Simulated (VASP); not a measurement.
A run of VASP 6.6.1 is set up as follows.

Contents of INCAR:

```
PREC = Accurate
ENCUT = 520
EDIFF = 1E-6
ISMEAR = -1
SIGMA = 0.1
LREAL = F
LASPH = T
NELM = 60
ALGO = Normal
ISIF = 2
LWAVE = F
LCHARG = F
GGA = PE
NBANDS = 16
```

The input KPOINTS:

```
regular mesh
0
Gamma
  11 11 9
```

Contents of POSCAR:

```
TiB2
1.0
    2.9882598462      0.0000000000      0.0000000000
   -1.4941299231      2.5879089368      0.0000000000
    0.0000000000      0.0000000000      3.1847676243
Ti B
1 2
Direct
    0.0000000000      0.0000000000      0.0000000000
    0.3333333333      0.6666666667      0.5000000000
    0.6666666667      0.3333333333      0.5000000000
```

Potentials or basis: VASP PAW PBE potentials, release 64 (Ti_sv, B).

Launch:

```bash
$ cat potpaw_PBE.64/Ti_sv/POTCAR potpaw_PBE.64/B/POTCAR > POTCAR
$ mpirun -np 1 vasp_std > vasp.out
```

What does it give for the band gap on the k mesh?

Zero (band 9 reaches 10.65 eV, above the bottom of band 10 at 10.18 eV).

What does it give for the pressure?

11.8 GPa.

Stress tensor (GPa, compression positive):
```
12.97  0.00  0.00
 0.00 12.97  0.00
 0.00  0.00  9.55
```
